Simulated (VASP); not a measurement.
# Mo (P6/mmm) in VASP: single point with LDA

Aim: the single point of Mo with LDA.

All numbers are computed with VASP 6.6.1; they aren't measurements. Logs are shortened: lines on timing, memory, paths and dates and some standing lists are left out, and cuts for length are marked.

**1. The cell of the first run**

It takes space group P6/mmm (No. 191, hexagonal). The conventional cell has a = 2.736 Å, b = 2.736 Å, c = 2.555 Å, α = 90.00°, β = 90.00°, γ = 120.00°. Mo (site symmetry 6/mmm) has 8 Mo at 2.56 to 2.74 Å within 3.4 Å.

**2. Single point, LDA**

INCAR reads:

```
SYSTEM = Mo
ALGO = Normal
EDIFF = 1E-6
ENCUT = 500
GGA_COMPAT = .FALSE.
ISIF = 2
ISMEAR = 0
LASPH = .TRUE.
LCHARG = .FALSE.
LREAL = .FALSE.
LWAVE = .FALSE.
NBANDS = 13
NELM = 120
PREC = Accurate
SIGMA = 0.1
```

KPOINTS reads:

```
k-points
0
G
  6 6 8
  0 0 0
```

POSCAR reads:

```
Mo
1.0
    2.7355103972      0.0000000000      0.0000000000
   -1.3677551986      2.3690214963      0.0000000000
    0.0000000000      0.0000000000      2.5551807000
Mo
1
Direct
    0.0000000000      0.0000000000      0.5000000000
```

Potentials or basis: VASP PAW LDA potentials, release 64 (Mo_sv).

Launch:

```console
> cat potpaw_LDA.64/Mo_sv/POTCAR > POTCAR
> mpirun -np 1 vasp_std > vasp.out
```

OUTCAR:

```text
SYSTEM = Mo
   EDIFF = 1E-6
   ENCUT = 500
   ISIF = 2
   ISMEAR = 0
   LASPH = .TRUE.
   LREAL = .FALSE.
   NELM = 120
   PREC = Accurate

 ion  position               nearest neighbor table
   1  0.000  0.000  0.500-

  LATTYP: Found a hexagonal cell.
 ALAT       =     2.7355103972
 C/A-ratio  =     0.9340782264

  Lattice vectors:

 A1 = (   2.7355103972,   0.0000000000,   0.0000000000)
 A2 = (  -1.3677551986,   2.3690214963,   0.0000000000)
 A3 = (   0.0000000000,   0.0000000000,   2.5551807000)

Analysis of symmetry for initial positions (statically):
=====================================================================
 Subroutine PRICEL returns:
 Original cell was already a primitive cell.

 Routine SETGRP: Setting up the symmetry group for a
 hexagonal supercell.

 Subroutine GETGRP returns: Found 24 space group operations
 (whereof 24 operations were pure point group operations)
 out of a pool of 24 trial point group operations.

The static configuration has the point symmetry D_6h.

Analysis of symmetry for dynamics (positions and initial velocities):
=====================================================================
 Subroutine PRICEL returns:
 Original cell was already a primitive cell.

 Routine SETGRP: Setting up the symmetry group for a
 hexagonal supercell.

 Subroutine GETGRP returns: Found 24 space group operations
 (whereof 24 operations were pure point group operations)
 out of a pool of 24 trial point group operations.

The dynamic configuration has the point symmetry D_6h.

 Subroutine INISYM returns: Found 24 space group operations
 (whereof 24 operations are pure point group operations),
 and found     1 'primitive' translations

----------------------------------------------------------------------------------------

                                     Primitive cell

  volume of cell :      16.5588

  direct lattice vectors                    reciprocal lattice vectors
     2.735510397  0.000000000  0.000000000     0.365562493  0.211057604  0.000000000
    -1.367755199  2.369021496  0.000000000     0.000000000  0.422115207  0.000000000
     0.000000000  0.000000000  2.555180700     0.000000000  0.000000000  0.391361754

  length of vectors
     2.735510397  2.735510397  2.555180700     0.422115207  0.422115207  0.391361754

  position of ions in fractional coordinates (direct lattice)
     0.000000000  0.000000000  0.500000000

  ion indices of the primitive-cell ions
   primitive index   ion index
                 1           1

----------------------------------------------------------------------------------------

 KPOINTS: k-points

Automatic generation of k-mesh.
 Grid dimensions read from file:
 generate k-points for:    6    6    8

 Generating k-lattice:

  Cartesian coordinates                     Fractional coordinates (reciprocal lattice)
     0.060927082  0.035176267  0.000000000     0.166666667  0.000000000  0.000000000
     0.000000000  0.070352535  0.000000000     0.000000000  0.166666667  0.000000000
     0.000000000  0.000000000  0.048920219     0.000000000  0.000000000  0.125000000

  Length of vectors
     0.070352535  0.070352535  0.048920219

  Shift w.r.t. Gamma in fractional coordinates (k-lattice)
     0.000000000  0.000000000  0.000000000

 Subroutine IBZKPT returns following result:
 ===========================================

 Found     35 irreducible k-points:

 Following reciprocal coordinates:
            Coordinates               Weight
  0.000000  0.000000  0.000000      1.000000
  0.166667  0.000000  0.000000      6.000000
  0.333333  0.000000  0.000000      6.000000
  0.500000  0.000000  0.000000      3.000000
  0.166667  0.166667  0.000000      6.000000
  0.333333  0.166667  0.000000     12.000000
[... 16 lines left out ...]
  0.166667  0.000000  0.375000     12.000000
  0.333333  0.000000  0.375000     12.000000
 [... further k-points ...]
   k-points           NKPTS =     35   k-points in BZ     NKDIM =     35   number of bands    NBANDS=     13
   number of dos      NEDOS =    301   number of ions     NIONS =      1
   total plane-waves  NPLWV =   8000
   dimension x,y,z NGX =    20 NGY =   20 NGZ =   20
   dimension x,y,z NGXF=    40 NGYF=   40 NGZF=   40
   ions per type =               1
   NGX,Y,Z   is equivalent  to a cutoff of  12.15, 12.15, 13.01 a.u.
   NGXF,Y,Z  is equivalent  to a cutoff of  24.31, 24.31, 26.02 a.u.
 SYSTEM =  Mo
   PREC   = accura    normal or accurate (medium, high low for compatibility)
   ISTART =      0    job   : 0-new  1-cont  2-samecut
   ICHARG =      2    charge: 1-file 2-atom 10-const
   ISPIN  =      1    spin polarized calculation?
   LNONCOLLINEAR =      F non collinear calculations
   LSORBIT =      F    spin-orbit coupling
   LASPH  =      T    aspherical Exc in radial PAW
   ENCUT  =  500.0 eV  36.75 Ry    6.06 a.u.   4.99  4.99  4.66*2*pi/ulx,y,z
   NELM   =    120;   NELMIN=  2; NELMDL= -5     # of ELM steps
   EDIFF  = 0.1E-05   stopping-criterion for ELM
   LREAL  =      F    real-space projection
   EDIFFG = 0.1E-04   stopping-criterion for IOM
   NSW    =      0    number of steps for IOM
   IBRION =     -1    ionic relax: 0-MD 1-quasi-New 2-CG
   NFREE  =      0    steps in history (QN), initial steepest desc. (CG)
   ISIF   =      2    stress and relaxation
   ISYM   =      2    0-nonsym 1-usesym 2-fastsym
   POTIM  = 0.5000    time-step for ionic-motion
   TEBEG  =    0.0;   TEEND  =   0.0 temperature during run
   PSTRESS=    0.0 pullay stress
   NELECT =      14.0000    total number of electrons
   NUPDOWN=      -1.0000    fix difference up-down
   EMIN   =  10.00;   EMAX   =-10.00  energy-range for DOS
   EFERMI =   0.00;   METHOD = LEGACY
   ISMEAR =     0;   SIGMA  =   0.10  broadening in eV -4-tet -1-fermi 0-gaus
   EFERMI_NEDOS =   21; number of points for ismear=-14 and -15
   IALGO  =     38    algorithm
   IMIX   =      4    mixing-type and parameters
     AMIX     =   0.40;   BMIX     =  1.00
     AMIX_MAG =   1.60;   BMIX_MAG =  1.00
  volume/ion in A,a.u.               =      16.56       111.74
  Fermi-wavevector in a.u.,A,eV,Ry     =   1.548013  2.925320 32.604229  2.396343
  Thomas-Fermi vector in A             =   2.653024
   LORBIT       =      0    0 simple, 1 ext, 2 COOP (PROOUT), +10 PAW based schemes
   GGA     = CA    functional components
   LHFCALC =     F    Hartree Fock is set to
   AEXX    =    0.0000 exact exchange contribution
   IVDW    =     0    specifies the selected vdW correction
   LEPSILON=     F    determine dielectric tensor
   LRPA    =     F    only Hartree local field effects (RPA)
 non-spin polarized calculation
 Gauss-broadening in eV      SIGMA  =   0.10
  energy-cutoff  :      500.00
  volume of cell :       16.56
 maximum number of plane-waves:       435
 NGX is ok and might be reduce to    20
   NGX =  9   NGY =  9   NGZ =  9

 number of electron      14.0000002 magnetization

 Free energy of the ion-electron system (eV)
  ---------------------------------------------------
  ext. energy  EPLUGINS =         0.00000000
  ---------------------------------------------------
  free energy    TOTEN  =       -11.20470547 eV

  energy without entropy =      -11.19583937  energy(sigma->0) =      -11.20027242

 E-fermi :  11.4171     XC(G=0): -13.1937

 val. band max:       11.3834030258   @ k =   0.1667   0.1667   0.3750
 cond. band min:      11.4702814959   @ k =   0.3333   0.3333   0.2500
 fundamental gap:      0.0868784701
 Fermi energy:        11.4171460730

 k-point     1 :       0.0000    0.0000    0.0000
  band No.  band energies     occupation
      1     -49.2813      2.00000
      2     -22.7346      2.00000
      3     -22.7346      2.00000
      4     -22.6708      2.00000
      5       4.6506      2.00000
      6       7.1003      2.00000
      7      10.5029      2.00000
      8      10.5029      2.00000
      9      15.5141      0.00000
     10      15.5141      0.00000
     11      24.4558      0.00000
     12      27.1453      0.00000
     13      31.8741      0.00000

 k-point     2 :       0.1667    0.0000    0.0000
  band No.  band energies     occupation
      1     -49.2247      2.00000
      2     -23.1016      2.00000
      3     -22.8173      2.00000
      4     -22.6317      2.00000
      5       5.6239      2.00000
      6       7.5343      2.00000
      7       9.7172      2.00000
      8      11.4827      0.35353
      9      14.5137      0.00000
     10      15.3363      0.00000
     11      26.3669      0.00000
     12      28.5480      0.00000
     13      29.0987      0.00000

 k-point     3 :       0.3333    0.0000    0.0000
  band No.  band energies     occupation
      1     -49.1097      2.00000
      2     -23.7977      2.00000
      3     -22.9791      2.00000
      4     -22.5526      2.00000
      5       6.7668      2.00000
      6       7.8358      2.00000
      7      10.6872      2.00000
      8      12.9936      0.00000
      9      13.9856      0.00000
     10      14.9991      0.00000
     11      23.5240      0.00000
     12      26.8974      0.00000
     13      29.6532      0.00000
[... 305 lines left out ...]
 k-point    23 :       0.1667    0.0000    0.3750
  band No.  band energies     occupation
      1     -49.0192      2.00000
      2     -24.0975      2.00000
      3     -22.9414      2.00000
      4     -22.6757      2.00000
      5       7.8932      2.00000
      6       9.5380      2.00000
      7      10.7344      2.00000
      8      12.0350      0.00000
      9      12.3497      0.00000
     10      14.0888      0.00000
     11      21.9187      0.00000
     12      27.3437      0.00000
     13      30.0029      0.00000

 k-point    24 :       0.3333    0.0000    0.3750
  band No.  band energies     occupation
      1     -48.9085      2.00000
      2     -23.9718      2.00000
      3     -23.5984      2.00000
      4     -22.8302      2.00000
      5       7.1454      2.00000
      6       8.3107      2.00000
      7      11.6245      0.00337
      8      13.0997      0.00000
      9      14.5188      0.00000
     10      15.5278      0.00000
     11      21.8951      0.00000
     12      27.0489      0.00000
     13      29.6129      0.00000

 [... further k-points ...]
[... 5 lines left out ...]
  --------------------------------------------------------------------------------------
  -------------------------------------------------------------------------------------
  Total       -0.5398270     -0.5398270     -1.0044448     -0.0000000      0.0000000      0.0000000
  in kB      -52.2319493    -52.2319493    -97.1868838     -0.0000000      0.0000000      0.0000000
  external PRESSURE =     -67.2169275 kB  Pullay stress =       0.0000000 kB

 VOLUME and BASIS-vectors are now :
 -----------------------------------------------------------------------------
  energy-cutoff  :      500.00
  volume of cell :       16.56
      direct lattice vectors                 reciprocal lattice vectors
     2.735510397  0.000000000  0.000000000     0.365562493  0.211057604  0.000000000
    -1.367755199  2.369021496  0.000000000     0.000000000  0.422115207  0.000000000
     0.000000000  0.000000000  2.555180700     0.000000000  0.000000000  0.391361754

 POSITION                                       TOTAL-FORCE (eV/Angst)
 -----------------------------------------------------------------------------------
      0.00000      0.00000      1.27759         0.000000      0.000000      0.000000
 -----------------------------------------------------------------------------------
    total drift:                               -0.000000      0.000000      0.000000

  FREE ENERGIE OF THE ION-ELECTRON SYSTEM (eV)
  ---------------------------------------------------
  free  energy   TOTEN  =       -11.2047054655 eV

  energy  without entropy=      -11.1958393672  energy(sigma->0) =      -11.20027242
```

It used 11 s of CPU time on 1 thread of AMD EPYC 7R13 Processor (Zen 3), with other jobs on the host.

Results:

```
Free energy            : -11.2047 eV
Pressure               : -6.7 GPa
Band gap on the k mesh : zero (band 7 reaches 12.37 eV, above the bottom of band 8 at 10.50 eV)
```

Levels at points of the mesh, in eV from the Fermi level:
```tsv
k point	band 5	band 6	band 7	band 8	band 9	band 10
(0.00, 0.00, 0.00)	-6.77	-4.32	-0.91	-0.91	4.10	4.10
(0.50, 0.00, 0.00)	-4.92	-3.13	0.95	1.11	3.42	4.42
(0.00, 0.00, 0.50)	-3.72	-0.10	-0.10	0.10	0.77	0.77
(0.50, 0.00, 0.50)	-5.34	-3.41	-0.49	4.77	6.07	6.44
```

Caveat: the k points lie up to 0.44 Å⁻¹ apart.
